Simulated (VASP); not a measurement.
The system is Hg.

```
CELL_PARAMETERS angstrom
4.84833 0.00000 0.00000
0.00000 4.84833 0.00000
0.00000 0.00000 4.84833
ATOMIC_POSITIONS crystal
Hg 0.50000 0.00000 0.00000
Hg 0.00000 0.50000 0.00000
Hg 0.00000 0.00000 0.50000
```

The cell was generated, and may not be a known phase.

```yaml
Program: VASP 6.6.1
Task: relaxation of cell and atoms
Functional: PBE
Potentials_or_basis: VASP PAW PBE potentials, release 64 (Hg_sv_GW)
Cutoff: 500 eV
k_mesh: 10 × 10 × 10
Occupations: gaussian, width 0.1 eV
Spin: no spin polarisation
```

At the start: pressure -1.0 GPa; volume 37.99 Å³/atom.

**Question.** How do energy, volume and symmetry change on relaxing?

**Answer.** Over 4 steps the energy falls by 14.3 meV/atom and the volume is 33.89 Å³/atom (-10.8 %); space group Pm-3m (No. 221, to 0.1 Å) before and after.

Step by step:
```csv
step,energy change (eV),largest force (eV/Å),pressure (GPa),volume (Å³)
1,0.0000,0.0000,-0.98,113.97
2,-0.0208,0.0000,-0.79,110.19
3,-0.0407,0.0000,0.25,99.35
4,-0.0428,0.0000,0.04,101.67
```

Final structure:
```
Hg
1.0
     4.66722    0.00000    0.00000
     0.00000    4.66722    0.00000
     0.00000    0.00000    4.66722
Hg
3
Direct
  0.50000 0.00000 0.00000
  0.00000 0.50000 0.00000
  0.00000 0.00000 0.50000
```
